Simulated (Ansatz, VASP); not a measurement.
# AlN: VASP beside Ansatz

```
Al N
1.0
     0.00000    1.97800    1.97800
     1.97800    0.00000    1.97800
     1.97800    1.97800    0.00000
Al N
1 1
Cartesian
  0.0000 0.0000 0.0000
  1.9780 1.9780 1.9780
```

Alike in both runs: task single point; functional LDA; k mesh 10 × 10 × 10; occupations fermi-dirac, width 0.02 eV; no spin polarisation.

|  | VASP | Ansatz |
| --- | --- | --- |
| version | VASP 6.6.1 | Ansatz 0.2.0 |
| potentials or method | VASP PAW LDA potentials, release 64 (Al, N), cutoff 520 eV | all-electron LAPW, scalar-relativistic |

VASP gave:

| Item | Value |
| --- | --- |
| gap on the k mesh at the Fermi level (eV) | 5.07 |
| pressure (GPa) | 13.2 |

Q: Which values does Ansatz return?

A: gap on the k mesh at the Fermi level (eV): 5.09; pressure (GPa): 12.5.

LDA's correlation is that of Perdew and Zunger in VASP and of Perdew and Wang (1992) in Ansatz. Ansatz ran all-electron here, and VASP with PAW potentials.
